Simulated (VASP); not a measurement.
# SnO2 (P2_1) in VASP: notebook

Runs on SnO2. Level: PBE+D3(BJ). Tasks: single point.

Program: VASP 6.6.1. These are calculated values, not measurements. Logs are shortened: lines on timing, memory, paths and dates and some standing lists are left out, and cuts for length are marked.

## 1. The cell of the first run

It takes space group P2_1 (No. 4, monoclinic). The conventional cell has a = 3.211 Å, b = 10.337 Å, c = 3.211 Å, α = 90.00°, β = 120.00°, γ = 90.00°. Within 2.8 Å of Sn (site symmetry 1) lie 6 O at 2.11 to 2.12 Å. O (site symmetry 1) has 3 Sn at 2.11 to 2.12 Å and 3 O at 2.75 Å within 2.8 Å. Within 2.8 Å of O (site symmetry 1) lie 3 Sn at 2.11 to 2.12 Å and 3 O at 2.75 Å.

## 2. Single point, PBE+D3(BJ) (atoms displaced along several vibrational modes)

INCAR reads:

```
SYSTEM = SnO2
PREC     = Accurate       ! precision mode
ENCUT    = 520            ! plane-wave cutoff, eV
EDIFF    = 1E-6           ! SCF threshold, eV
ISMEAR   = 0              ! smearing method
SIGMA    = 0.05           ! smearing width, eV
LREAL    = .False.        ! projectors in reciprocal space
LASPH    = .True.         ! aspherical terms in the spheres
NELM     = 80             ! most SCF steps
ALGO     = Normal         ! electronic algorithm
ISIF     = 2              ! what is computed and relaxed
LWAVE    = .False.        ! write WAVECAR
LCHARG   = .False.        ! write CHGCAR
GGA      = PE             ! functional
IVDW     = 12             ! dispersion correction
NBANDS   = 35             ! bands
```

KPOINTS reads:

```
regular mesh
0
Gamma
  12 12 4
  0 0 0
```

POSCAR reads:

```
SnO2
1.0
    3.2112908149      0.0000000000      0.0000000000
   -1.6056454074      2.7810594246      0.0000000000
    0.0000000000      0.0000000000     10.3366770592
Sn O
2 4
Direct
   -0.2425655307     -0.2251405940      0.5000000000
    0.2425655307      0.2251405940      0.0000000000
    0.4210520163      0.1053626563      0.4018520904
    0.9122813170      0.5613040104      0.0981479096
    0.0877186830      0.4386959896      0.5981479096
    0.5789479837      0.8946373437      0.9018520904
```

Potentials or basis: VASP PAW PBE potentials, release 64 (Sn_d, O).

Command:

```console
$ cat potpaw_PBE.64/Sn_d/POTCAR potpaw_PBE.64/O/POTCAR > POTCAR
$ mpirun -np 1 vasp_std > vasp.out
```

OUTCAR:

```text
SYSTEM = SnO2
   PREC = Accurate
   ENCUT = 520
   EDIFF = 1E-6
   ISMEAR = 0
   LREAL = .False.
   LASPH = .True.
   NELM = 80
   ISIF = 2
   GGA = PE
   IVDW = 12
 IVDW          = 12

 ion  position               nearest neighbor table
   1  0.757  0.775  0.500-   3 2.11   5 2.11   5 2.11   3 2.11   3 2.12   5 2.12
   2  0.243  0.225  0.000-   6 2.11   4 2.11   4 2.11   6 2.11   6 2.12   4 2.12
   3  0.421  0.105  0.402-   1 2.11   1 2.11   1 2.12
   4  0.912  0.561  0.098-   2 2.11   2 2.11   2 2.12
   5  0.088  0.439  0.598-   1 2.11   1 2.11   1 2.12
   6  0.579  0.895  0.902-   2 2.11   2 2.11   2 2.12

  LATTYP: Found a hexagonal cell.
 ALAT       =     3.2112908149
 C/A-ratio  =     3.2188542412

  Lattice vectors:

 A1 = (   3.2112908149,   0.0000000000,   0.0000000000)
 A2 = (  -1.6056454074,   2.7810594246,   0.0000000000)
 A3 = (   0.0000000000,   0.0000000000,  10.3366770592)

Analysis of symmetry for initial positions (statically):
=====================================================================
 Subroutine PRICEL returns:
 Original cell was already a primitive cell.

 Routine SETGRP: Setting up the symmetry group for a
 hexagonal supercell.

 Subroutine GETGRP returns: Found  2 space group operations
 (whereof  1 operations were pure point group operations)
 out of a pool of 24 trial point group operations.

The static configuration has the point symmetry C_1 .
 The point group associated with its full space group is C_2 .

Analysis of symmetry for dynamics (positions and initial velocities):
=====================================================================
 Subroutine PRICEL returns:
 Original cell was already a primitive cell.

 Routine SETGRP: Setting up the symmetry group for a
 hexagonal supercell.

 Subroutine GETGRP returns: Found  2 space group operations
 (whereof  1 operations were pure point group operations)
 out of a pool of 24 trial point group operations.

The dynamic configuration has the point symmetry C_1 .
 The point group associated with its full space group is C_2 .

 Subroutine INISYM returns: Found  2 space group operations
 (whereof  1 operations are pure point group operations),
 and found     1 'primitive' translations

----------------------------------------------------------------------------------------

                                     Primitive cell

  volume of cell :      92.3147

  direct lattice vectors                    reciprocal lattice vectors
     3.211290815  0.000000000  0.000000000     0.311401258  0.179787600  0.000000000
    -1.605645407  2.781059425  0.000000000     0.000000000  0.359575200  0.000000000
     0.000000000  0.000000000 10.336677059     0.000000000  0.000000000  0.096742889

  length of vectors
     3.211290815  3.211290815 10.336677059     0.359575200  0.359575200  0.096742889

  position of ions in fractional coordinates (direct lattice)
     0.757434469  0.774859406  0.500000000
     0.242565531  0.225140594  0.000000000
     0.421052016  0.105362656  0.401852090
     0.912281317  0.561304010  0.098147910
     0.087718683  0.438695990  0.598147910
     0.578947984  0.894637344  0.901852090

  ion indices of the primitive-cell ions
   primitive index   ion index
                 1           1
                 2           2
                 3           3
                 4           4
                 5           5
                 6           6

----------------------------------------------------------------------------------------

 KPOINTS: regular mesh

Automatic generation of k-mesh.
 Grid dimensions read from file:
 generate k-points for:   12   12    4

 Generating k-lattice:

  Cartesian coordinates                     Fractional coordinates (reciprocal lattice)
     0.025950105  0.014982300  0.000000000     0.083333333  0.000000000  0.000000000
     0.000000000  0.029964600  0.000000000     0.000000000  0.083333333  0.000000000
     0.000000000  0.000000000  0.024185722     0.000000000  0.000000000  0.250000000

  Length of vectors
     0.029964600  0.029964600  0.024185722

  Shift w.r.t. Gamma in fractional coordinates (k-lattice)
     0.000000000  0.000000000  0.000000000

 Subroutine IBZKPT returns following result:
 ===========================================

 Found    222 irreducible k-points:

 Following reciprocal coordinates:
            Coordinates               Weight
  0.000000  0.000000  0.000000      1.000000
  0.083333  0.000000  0.000000      2.000000
  0.000000  0.083333  0.000000      2.000000
 -0.083333  0.083333  0.000000      2.000000
  0.166667  0.000000  0.000000      2.000000
  0.000000  0.166667  0.000000      2.000000
[... 16 lines left out ...]
  0.166667  0.083333  0.000000      2.000000
 -0.083333  0.250000  0.000000      2.000000
 [... further k-points ...]
   k-points           NKPTS =    222   k-points in BZ     NKDIM =    222   number of bands    NBANDS=     35
   number of dos      NEDOS =    301   number of ions     NIONS =      6
   total plane-waves  NPLWV =  46080
   dimension x,y,z NGX =    24 NGY =   24 NGZ =   80
   dimension x,y,z NGXF=    48 NGYF=   48 NGZF=  160
   ions per type =               2   4
   NGX,Y,Z   is equivalent  to a cutoff of  12.42, 12.42, 12.87 a.u.
   NGXF,Y,Z  is equivalent  to a cutoff of  24.85, 24.85, 25.73 a.u.
 SYSTEM =  SnO2
   PREC   = accura    normal or accurate (medium, high low for compatibility)
   ISTART =      0    job   : 0-new  1-cont  2-samecut
   ICHARG =      2    charge: 1-file 2-atom 10-const
   ISPIN  =      1    spin polarized calculation?
   LNONCOLLINEAR =      F non collinear calculations
   LSORBIT =      F    spin-orbit coupling
   LASPH  =      T    aspherical Exc in radial PAW
   ENCUT  =  520.0 eV  38.22 Ry    6.18 a.u.   5.97  5.97 19.22*2*pi/ulx,y,z
   NELM   =     80;   NELMIN=  2; NELMDL= -5     # of ELM steps
   EDIFF  = 0.1E-05   stopping-criterion for ELM
   LREAL  =      F    real-space projection
   EDIFFG = 0.1E-04   stopping-criterion for IOM
   NSW    =      0    number of steps for IOM
   IBRION =     -1    ionic relax: 0-MD 1-quasi-New 2-CG
   NFREE  =      0    steps in history (QN), initial steepest desc. (CG)
   ISIF   =      2    stress and relaxation
   ISYM   =      2    0-nonsym 1-usesym 2-fastsym
   POTIM  = 0.5000    time-step for ionic-motion
   TEBEG  =    0.0;   TEEND  =   0.0 temperature during run
   PSTRESS=    0.0 pullay stress
   NELECT =      52.0000    total number of electrons
   NUPDOWN=      -1.0000    fix difference up-down
   EMIN   =  10.00;   EMAX   =-10.00  energy-range for DOS
   EFERMI =   0.00;   METHOD = LEGACY
   ISMEAR =     0;   SIGMA  =   0.05  broadening in eV -4-tet -1-fermi 0-gaus
   EFERMI_NEDOS =   21; number of points for ismear=-14 and -15
   IALGO  =     38    algorithm
   IMIX   =      4    mixing-type and parameters
     AMIX     =   0.40;   BMIX     =  1.00
     AMIX_MAG =   1.60;   BMIX_MAG =  1.00
  volume/ion in A,a.u.               =      15.39       103.83
  Fermi-wavevector in a.u.,A,eV,Ry     =   1.352028  2.554962 24.871171  1.827980
  Thomas-Fermi vector in A             =   2.479401
   LORBIT       =      0    0 simple, 1 ext, 2 COOP (PROOUT), +10 PAW based schemes
   GGA     = PE    functional components
   LHFCALC =     F    Hartree Fock is set to
   AEXX    =    0.0000 exact exchange contribution
   IVDW    =    12    specifies the selected vdW correction
   LEPSILON=     F    determine dielectric tensor
   LRPA    =     F    only Hartree local field effects (RPA)
 non-spin polarized calculation
 Gauss-broadening in eV      SIGMA  =   0.05
  energy-cutoff  :      520.00
  volume of cell :       92.31
 maximum number of plane-waves:      2520
   NGX = 11   NGY = 11   NGZ = 39

 number of electron      51.9999994 magnetization

 Free energy of the ion-electron system (eV)
  ---------------------------------------------------
  ext. energy  EPLUGINS =         0.00000000
  ---------------------------------------------------
  free energy    TOTEN  =       -36.36617887 eV

  energy without entropy =      -36.36617887  energy(sigma->0) =      -36.36617887

 E-fermi :   2.7768     XC(G=0):  -9.5428

 val. band max:        2.5746048158   @ k =  -0.2500   0.4167   0.0000
 cond. band min:       4.7648093383   @ k =   0.0000   0.0000   0.0000
 fundamental gap:      2.1902045226
 Fermi energy:         2.7767603302

 k-point     1 :       0.0000    0.0000    0.0000
  band No.  band energies     occupation
      1     -17.4061      2.00000
      2     -17.4055      2.00000
      3     -17.1776      2.00000
      4     -17.1775      2.00000
      5     -17.1774      2.00000
      6     -17.1773      2.00000
[... 27 lines left out ...]
     34      13.8882      0.00000
     35      13.9322      0.00000

 k-point     2 :       0.0833    0.0000    0.0000
  band No.  band energies     occupation
      1     -17.3784      2.00000
      2     -17.3780      2.00000
      3     -17.2345      2.00000
      4     -17.2341      2.00000
      5     -17.1620      2.00000
      6     -17.1620      2.00000
[... 27 lines left out ...]
     34      14.0441      0.00000
     35      14.0599      0.00000

 k-point     3 :       0.0000    0.0833    0.0000
  band No.  band energies     occupation
      1     -17.3784      2.00000
      2     -17.3780      2.00000
      3     -17.2345      2.00000
      4     -17.2341      2.00000
      5     -17.1621      2.00000
      6     -17.1620      2.00000
[... 27 lines left out ...]
     34      14.0468      0.00000
     35      14.0665      0.00000
[... 723 lines left out ...]
 k-point    23 :       0.1667    0.0833    0.0000
  band No.  band energies     occupation
      1     -17.5276      2.00000
      2     -17.5260      2.00000
      3     -17.2650      2.00000
      4     -17.2649      2.00000
      5     -17.0859      2.00000
      6     -17.0859      2.00000
[... 27 lines left out ...]
     34      14.2740      0.00000
     35      14.5691      0.00000

 k-point    24 :      -0.0833    0.2500    0.0000
  band No.  band energies     occupation
      1     -17.5279      2.00000
      2     -17.5259      2.00000
      3     -17.2653      2.00000
      4     -17.2652      2.00000
      5     -17.0854      2.00000
      6     -17.0853      2.00000
[... 27 lines left out ...]
     34      14.2343      0.00000
     35      14.5615      0.00000

 [... further k-points ...]

------------------------ aborting loop because EDIFF is reached ----------------------------------------

 Edisp (eV)   -0.98761

 E8    (eV) :    -0.3867

  FORCE on cell =-STRESS in cart. coord.  units (eV):
  Direction    XX          YY          ZZ          XY          YZ          ZX
  --------------------------------------------------------------------------------------
  -------------------------------------------------------------------------------------
  Total       0.53372     0.63736    -0.62114     0.09347     0.00000     0.00000
  in kB       9.26303    11.06172   -10.78033     1.62225     0.00000     0.00000
  external pressure =        3.18 kB  Pullay stress =        0.00 kB

 VOLUME and BASIS-vectors are now :
 -----------------------------------------------------------------------------
  energy-cutoff  :      520.00
  volume of cell :       92.31
      direct lattice vectors                 reciprocal lattice vectors
     3.211290815  0.000000000  0.000000000     0.311401258  0.179787600  0.000000000
    -1.605645407  2.781059425  0.000000000     0.000000000  0.359575200  0.000000000
     0.000000000  0.000000000 10.336677059     0.000000000  0.000000000  0.096742889

 POSITION                                       TOTAL-FORCE (eV/Angst)
 -----------------------------------------------------------------------------------
      1.18819      2.15493      5.16834        -0.076145     -0.113996      0.002455
      0.41745      0.62613      0.00000         0.076145      0.113996      0.002455
      1.18295      0.29302      4.15382         0.027413      0.057296     -0.105670
      2.02835      1.56102      1.01452        -0.040211     -0.049890      0.103215
     -0.42270      1.22004      6.18286         0.040211      0.049890      0.103215
      0.42270      2.48804      9.32215        -0.027413     -0.057296     -0.105670
 -----------------------------------------------------------------------------------
    total drift:                               -0.000000      0.000000     -0.000064

  FREE ENERGIE OF THE ION-ELECTRON SYSTEM (eV)
  ---------------------------------------------------
  free  energy   TOTEN  =       -37.3537913443 eV

  energy  without entropy=      -37.3537913443  energy(sigma->0) =      -37.35379134
```

It took 6.3 min on 1 thread of Intel Xeon Platinum 8488C (Sapphire Rapids), shared host; peak memory 0.62 GiB.

Results:

```
Free energy                : -37.3538 eV
Pressure                   : 0.3 GPa
Largest force              : 0.137 eV/Å
Band gap on the k mesh     : 2.19 eV (least direct gap 2.50 eV)
Dispersion energy per atom : -0.165 eV
```

Forces in eV/Å, atoms in the order of the input:
```
Sn  -0.076 -0.114  0.002
Sn   0.076  0.114  0.002
O    0.027  0.057 -0.106
O   -0.040 -0.050  0.103
O    0.040  0.050  0.103
O   -0.027 -0.057 -0.106
```

Caveat: the cell differs from its parent crystal (atoms displaced along several vibrational modes); spin-orbit coupling is left out, which moves the levels of the heavy elements.

## 3. Single point, PBE+D3(BJ) (atoms displaced along several vibrational modes)

INCAR reads:

```
ALGO = Normal
EDIFF = 1E-6
ENCUT = 520
GGA = PE
ISIF = 2
ISMEAR = 0
IVDW = 12
LASPH = T
LCHARG = F
LREAL = F
LWAVE = F
NBANDS = 35
NELM = 60
PREC = Accurate
SIGMA = 0.05
```

KPOINTS reads:

```
k-points
0
Gamma
  12 12 4
```

POSCAR reads:

```
SnO2
1.0
    3.2112908149      0.0000000000      0.0000000000
   -1.6056454074      2.7810594246      0.0000000000
    0.0000000000      0.0000000000     10.3366770592
Sn O
2 4
Direct
   -0.1400350233     -0.1501055663      0.5000000000
    0.1400350233      0.1501055663      0.0000000000
    0.5248713622      0.1813408961      0.4018520904
    0.8084619711      0.4853257706      0.0981479096
    0.1915380289      0.5146742294      0.5981479096
    0.4751286378      0.8186591039      0.9018520904
```

Potentials or basis: VASP PAW PBE potentials, release 64 (Sn_d, O).

Command:

```console
$ cat potpaw_PBE.64/Sn_d/POTCAR potpaw_PBE.64/O/POTCAR > POTCAR
$ mpirun -np 1 vasp_std > vasp.out
```

Run time: 6.5 min. Hardware: 1 thread of Intel Xeon Platinum 8559C (Emerald Rapids), shared host; peak memory 0.62 GiB.

It converged, with:

```
Free energy                : -37.3318 eV
Pressure                   : 0.4 GPa
Largest force              : 0.090 eV/Å
Band gap on the k mesh     : 2.14 eV (least direct gap 2.47 eV)
Dispersion energy per atom : -0.165 eV
```

Forces in eV/Å, atoms in the order of the input:
```
Sn  -0.040 -0.080 -0.001
Sn   0.040  0.080 -0.001
O    0.002  0.016 -0.088
O   -0.011 -0.010  0.089
O    0.011  0.010  0.089
O   -0.002 -0.016 -0.088
```

Stress tensor (GPa, compression positive):
```
 0.85  0.10  0.00
 0.10  0.99  0.00
 0.00  0.00 -0.62
```

Levels at points of the mesh, in eV from the valence-band top:
```
           k point  band 22  band 23  band 24  band 25  band 26  band 27  band 28  band 29  band 30  band 31
(0.00, 0.00, 0.00)    -0.88    -0.87    -0.86    -0.85    -0.33     2.14     3.02     5.55     5.85    10.67
(0.50, 0.00, 0.00)    -1.22    -0.54    -0.51    -0.43    -0.11     5.26     5.36     7.10     7.54    10.16
(0.00, 0.50, 0.00)    -1.22    -0.55    -0.51    -0.42    -0.12     5.26     5.36     7.11     7.52    10.18
(0.50, 0.50, 0.00)    -1.17    -0.54    -0.52    -0.51    -0.05     5.25     5.38     7.02     7.69    10.02
(0.00, 0.00, 0.50)    -0.86    -0.86    -0.86    -0.74    -0.74     2.60     2.60     5.71     5.71    10.76
(0.50, 0.00, 0.50)    -1.34    -0.53    -0.53    -0.27    -0.27     5.32     5.32     7.30     7.30    10.37
(0.00, 0.50, 0.50)    -1.34    -0.53    -0.53    -0.27    -0.27     5.32     5.32     7.30     7.30    10.38
(0.50, 0.50, 0.50)    -1.35    -0.53    -0.53    -0.26    -0.26     5.32     5.32     7.34     7.34    10.21
```

Caveat: the cell differs from its parent crystal (atoms displaced along several vibrational modes); spin-orbit coupling is left out, which moves the levels of the heavy elements.
